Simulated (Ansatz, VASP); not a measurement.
# Two plane-wave programs on BaTiO3

```
CELL_PARAMETERS angstrom
2.84408 1.64203 2.33456
-2.84408 1.64203 2.33456
0.00000 -3.28406 2.33456
ATOMIC_POSITIONS crystal
Ba 0.99629 0.99629 0.99629
Ti 0.48342 0.48342 0.48342
O 0.51067 0.51067 0.01815
O 0.01815 0.51067 0.51067
O 0.51067 0.01815 0.51067
```

Alike in both runs: functional BLYP; dispersion D3(BJ); k mesh 4 × 4 × 4; no spin polarisation.

Ansatz relaxed the structure, and its values are those at the end. VASP's run is a single point on that final structure, the one shown.

|  | VASP | Ansatz |
| --- | --- | --- |
| version | VASP 6.6.1 | Ansatz 0.2.0 |
| potentials or method | VASP PAW PBE potentials, release 64 (Ba_sv, Ti_sv, O) | plane waves, PAW |
| plane-wave cutoff (eV) | 520 | 420 |
| occupations | gaussian, width 0.01 eV | fixed |
| valence electrons in the cell | 40 | 40 |

```csv
,VASP,Ansatz,Ansatz less VASP
pressure (GPa),2.0,0.0,-1.96
rms of the force components (eV/Å),0.053,0.000,-0.0529
```

VASP's potentials were made for PBE, not for BLYP.

Spin-orbit coupling is off throughout.
